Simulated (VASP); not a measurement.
Wanted: the native input for a VASP 6.6.1 run.

* Task: single point
* Functional: r2SCAN
* Potentials or basis: VASP PAW PBE potentials, release 64 (Sb, Pt)
* Cutoff: 520 eV
* k mesh: 12 × 12 × 8
* Occupations: gaussian, width 0.1 eV
* Spin: no spin polarisation
* Dipole correction: no
* Further INCAR settings: ALGO = Normal; EDIFF = 1e-06; NBANDS = 23

SbPt:

```xyz
4
Lattice="4.1347 0.0000 0.0000 -2.0674 3.5808 0.0000 0.0000 0.0000 5.4770" Properties=species:S:1:pos:R:3 pbc="T T T"
Sb    0.0000    2.3872    1.3692
Sb    2.0674    1.1936    4.1077
Pt    0.0000    0.0000    0.0000
Pt    0.0000    0.0000    2.7385
```

One way to write it, as run:

POSCAR

```
SbPt
1.0
    4.1347406560      0.0000000000      0.0000000000
   -2.0673703280      3.5807904462      0.0000000000
    0.0000000000      0.0000000000      5.4769605799
Sb Pt
2 2
Direct
    0.3333333333      0.6666666667      0.2500000000
    0.6666666667      0.3333333333      0.7500000000
    0.0000000000      0.0000000000      0.0000000000
    0.0000000000      0.0000000000      0.5000000000
```

INCAR.step1

```
  ALGO = Normal
  EDIFF = 1E-4
  ENCUT = 520
  GGA = PE
  ISMEAR = 0
  LASPH = True
  LCHARG = False
  LREAL = False
  LWAVE = True
  NBANDS = 23
  NELM = 60
  PREC = Accurate
  SIGMA = 0.1
```

INCAR.step2

```
  ALGO = Normal
  EDIFF = 1E-6
  ENCUT = 520
  ISIF = 2
  ISMEAR = 0
  ISTART = 1
  LASPH = True
  LCHARG = False
  LMIXTAU = True
  LREAL = False
  LWAVE = False
  METAGGA = R2SCAN
  NBANDS = 23
  NELM = 60
  PREC = Accurate
  SIGMA = 0.1
```

KPOINTS

```
k-points
0
Gamma
  12 12 8
```

Potentials or basis: VASP PAW PBE potentials, release 64 (Sb, Pt).

Command:

```bash
$ cat potpaw_PBE.64/Sb/POTCAR potpaw_PBE.64/Pt/POTCAR > POTCAR
$ cp INCAR.step1 INCAR
$ mpirun -np 1 vasp_std > vasp.out
$ cp INCAR.step2 INCAR
$ mpirun -np 1 vasp_std > vasp.out
```

It gave:

```
Pressure               : 4.4 GPa
Band gap on the k mesh : zero (bands 15 and 16 overlap by 4.39 eV)
```

Caveat: the cell stands under pressure; the PAW data sets were made with another functional, which shifts forces and pressure a little; spin-orbit coupling is left out, which moves the levels of the heavy elements.

Run time: 9.3 min on 1 thread of Intel Xeon 8259CL, with other jobs on the host, peak memory 0.33 GiB.
